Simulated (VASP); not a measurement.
Set up this calculation in VASP 6.6.1, as the native input.

- Task: single point
- Functional: LDA
- Potentials or basis: VASP PAW LDA potentials, release 64 (Mo_sv)
- Cutoff: 520 eV
- k mesh: 19 × 19 × 19
- Occupations: fermi-dirac, width 0.05 eV
- Spin: no spin polarisation
- Dipole correction: no
- Further INCAR settings: ALGO = Normal; EDIFF = 1e-07; NBANDS = 13

The structure of Mo lies in POSCAR:

```
Mo
1.0
   -1.4322269388      1.4322269388      1.4322269388
    1.4322269388     -1.4322269388      1.4322269388
    1.4322269388      1.4322269388     -1.4322269388
Mo
1
Direct
    0.0000000000      0.0000000000      0.0000000000
```

These files were run (other wordings do the same):

INCAR

```
SYSTEM = Mo
PREC     = Accurate       ! precision mode
ENCUT    = 520            ! plane-wave cutoff, eV
EDIFF    = 1E-7           ! SCF threshold, eV
ISMEAR   = -1             ! smearing method
SIGMA    = 0.05           ! smearing width, eV
LREAL    = .FALSE.        ! projectors in reciprocal space
LASPH    = .TRUE.         ! aspherical terms in the spheres
NELM     = 80             ! most SCF steps
ALGO     = Normal         ! electronic algorithm
ISIF     = 2              ! what is computed and relaxed
LWAVE    = .FALSE.        ! write WAVECAR
LCHARG   = .TRUE.         ! write CHGCAR
LELF     = .TRUE.         ! ELF
LVHAR    = .TRUE.       
NBANDS   = 13             ! bands
```

KPOINTS

```
Automatic mesh
0
G
  19 19 19
  0 0 0
```

Potentials or basis: VASP PAW LDA potentials, release 64 (Mo_sv).

Command:

```bash
$ cat potpaw_LDA.64/Mo_sv/POTCAR > POTCAR
$ mpirun -np 1 vasp_std > vasp.out
```

Results of the run:

```json
{"Pressure": "122.9 GPa", "Band gap on the k mesh": "zero (band 7 reaches 23.26 eV, above the bottom of band 8 at 15.58 eV)"}
```

It took 46 s on 1 thread of AMD EPYC 7R13, with other jobs on the host, peak memory 0.11 GiB.
